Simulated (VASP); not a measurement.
B:

```
CELL_PARAMETERS angstrom
4.94057 0.00000 0.00000
0.00000 4.94057 0.00000
0.00000 0.00000 2.64180
ATOMIC_POSITIONS crystal
B 0.10322 0.32960 0.24165
B 0.89678 0.67040 0.74165
B 0.67040 0.10322 0.99165
B 0.32960 0.89678 0.49165
B 0.32960 0.10322 0.00835
B 0.67040 0.89678 0.50835
B 0.89678 0.32960 0.75835
B 0.10322 0.67040 0.25835
```

```yaml
Program: VASP 6.6.1
Task: relaxation of cell and atoms
Functional: PBE
Potentials_or_basis: VASP PAW PBE potentials, release 64 (B)
Cutoff: 600 eV
k_mesh: 4 × 4 × 6
Occupations: gaussian, width 0.1 eV
Spin: no spin polarisation
```

At the start: pressure 21.7 GPa; volume 8.06 Å³/atom.

Problem. Where does the relaxation end?

Solution. Over 19 steps the energy falls by 473.5 meV/atom and the volume is 8.27 Å³/atom (+2.6 %); space group P4_322 (No. 95, to 0.05 Å).

The path:
```tsv
step	energy change (eV)	largest force (eV/Å)	pressure (GPa)	volume (Å³)
1	0.0000	2.0410	21.68	64.48
2	-1.6640	0.7892	-13.41	74.90
3	-1.6855	0.7756	-10.43	73.47
4	-2.5285	0.9306	-5.57	69.58
5	-2.6147	1.2939	14.52	60.94
6	-2.9642	1.2644	2.93	65.00
7	-3.0333	1.9874	5.65	64.19
8	-3.1884	1.0084	3.65	64.57
9	-3.5505	0.7953	-1.11	66.10
10	-3.6339	0.9327	-4.12	67.32
11	-3.6202	1.1814	0.46	66.54
12	-3.7417	0.2981	-2.45	66.92
13	-3.7739	0.2504	0.94	65.85
14	-3.7741	0.2355	0.67	65.93
15	-3.7811	0.1980	0.76	65.91
16	-3.7816	0.1426	0.73	65.92
17	-3.7864	0.0662	-0.28	66.20
18	-3.7866	0.0661	-0.59	66.29
19	-3.7879	0.0150	-0.18	66.14
```

Final structure:
```cif
data_structure
_symmetry_space_group_name_H-M 'P 1'
_symmetry_Int_Tables_number 1
_cell_length_a 4.5407
_cell_length_b 4.5407
_cell_length_c 3.2080
_cell_angle_alpha 90.000
_cell_angle_beta 90.000
_cell_angle_gamma 90.000
_cell_volume 66.14
loop_
_atom_site_label
_atom_site_type_symbol
_atom_site_fract_x
_atom_site_fract_y
_atom_site_fract_z
_atom_site_occupancy
B1 B 0.07488 0.29568 0.25753 1
B2 B 0.92512 0.70432 0.75753 1
B3 B 0.70432 0.07488 0.00753 1
B4 B 0.29568 0.92512 0.50753 1
B5 B 0.29568 0.07488 0.99247 1
B6 B 0.70432 0.92512 0.49247 1
B7 B 0.92512 0.29568 0.74247 1
B8 B 0.07488 0.70432 0.24247 1
```
